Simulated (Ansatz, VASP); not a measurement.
## Two plane-wave programs on CdS

File INCAR:

```
SYSTEM = CdS
PREC = Accurate
ENCUT = 540
EDIFF = 1E-7
ISMEAR = -1
SIGMA = 0.05
LREAL = .FALSE.
LASPH = .TRUE.
NELM = 120
ALGO = Normal
ISIF = 3
LWAVE = .FALSE.
LCHARG = .FALSE.
GGA = PE
IVDW = 13
IBRION = 2
NSW = 60
EDIFFG = -0.01
GGA_COMPAT = .FALSE.
NELMIN = 4
```

The input KPOINTS:

```
Automatic mesh
0
G
  8 8 8
  0 0 0
```

The input POSCAR:

```
CdS
1.0
    0.0000000000      2.7532440000      2.7532440000
    2.7532440000      0.0000000000      2.7532440000
    2.7532440000      2.7532440000      0.0000000000
Cd S
1 1
Direct
    0.0000000000      0.0000000000      0.0000000000
    0.5000000000      0.5000000000      0.5000000000
```

Contents of input.yaml:

```yaml
crystal:
  lattice:
    - [0.0, 2.753244, 2.753244]
    - [2.753244, 0.0, 2.753244]
    - [2.753244, 2.753244, 0.0]
  atoms:
    - { symbol: Cd, position: [0.0, 0.0, 0.0] }
    - { symbol: S, position: [0.5, 0.5, 0.5] }
hamiltonian:
  xc: pbe
  pseudopotentials: { kind: paw }
  dispersion: d4
kpoints:
  mp_grid: { grid: [8, 8, 8] }
scf:
  occupations: { method: fermi_dirac, width: 0.05 }
output:
  forces: true
  stress: true
  eigenvalues: true
  write_density: true
  write_potential: true
  elf: true
  volumetric_format: npy
relax:
  f_tol: 0.01
  max_steps: 40
  cell: { stress_tol: 0.05 }
```

Alike in both runs: task relaxation of cell and atoms; functional PBE; dispersion D4; k mesh 8 × 8 × 8; occupations fermi-dirac, width 0.05 eV; no spin polarisation.

```csv
,VASP,Ansatz
version,VASP 6.6.1,Ansatz 0.2.0
potentials or method,"VASP PAW PBE potentials, release 64 (Cd_sv_GW, S)",Ansatz PAW
plane-wave cutoff (eV),540,420
valence electrons in the cell,26,26
```

Ansatz gave:

* gap on the k mesh at the Fermi level, each at its own relaxed structure (eV): 0.26
* relaxed volume (Å³/atom): 19.95
* relaxed cell length with the largest relative difference (Å): 3.836

Question: Which values does VASP return?

Answer: gap on the k mesh at the Fermi level, each at its own relaxed structure (eV): 0.26; relaxed volume (Å³/atom): 19.71; relaxed cell length with the largest relative difference (Å): 3.820.

Noted on Ansatz's run: the plane-wave basis is chosen anew once the cell has moved, so the energies of steps on either side of that aren't comparable.
